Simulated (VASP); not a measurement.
MgI: single point with PBE

Crystal: MgI.

```
Mg I
1.0
     4.13152    0.00000    0.00000
    -2.06576    3.57800    0.00000
     0.00000    0.00000    9.97471
Mg I
2 2
Cartesian
  0.0000 2.3853 3.4127
  2.0658 1.1927 8.4000
  0.0000 2.3853 10.2840
  2.0658 1.1927 5.2966
```

| Quantity | Value |
| --- | --- |
| Program | VASP 6.6.1 |
| Task | single point |
| Functional | PBE |
| Potentials or basis | VASP PAW PBE potentials, release 64 (Mg, I) |
| Cutoff | 520 eV |
| k mesh | 12 × 12 × 6 |
| Occupations | gaussian, width 0.1 eV |
| Spin | no spin polarisation |
| Dipole correction | no |
| Further INCAR settings | ALGO = Normal; EDIFF = 1e-06; NBANDS = 17 |

```json
{
  "Pressure": "0.0 GPa",
  "Band gap on the k mesh": "zero (bands 9 and 10 overlap by 1.23 eV)"
}
```

Levels at points of the mesh, in eV from the Fermi level:
| k point | band 6 | band 7 | band 8 | band 9 | band 10 | band 11 | band 12 | band 13 |
| --- | --- | --- | --- | --- | --- | --- | --- | --- |
| (0.00, 0.00, 0.00) | -2.70 | -2.65 | -2.65 | -2.25 | 1.30 | 2.28 | 2.96 | 4.71 |
| (0.50, 0.00, 0.00) | -4.41 | -3.41 | -3.30 | -0.19 | 0.50 | 0.89 | 1.32 | 2.81 |
| (0.00, 0.00, 0.50) | -2.68 | -2.68 | -2.68 | -0.65 | -0.65 | 2.74 | 2.74 | 4.86 |
| (0.50, 0.00, 0.50) | -4.55 | -3.35 | -3.35 | -0.31 | -0.31 | 1.88 | 1.88 | 2.85 |

It took 5.4 min on 1 thread of Intel Xeon 8259CL, on a shared host, peak memory 0.39 GiB.

Caveat: spin-orbit coupling is left out, which moves the levels of the heavy elements.
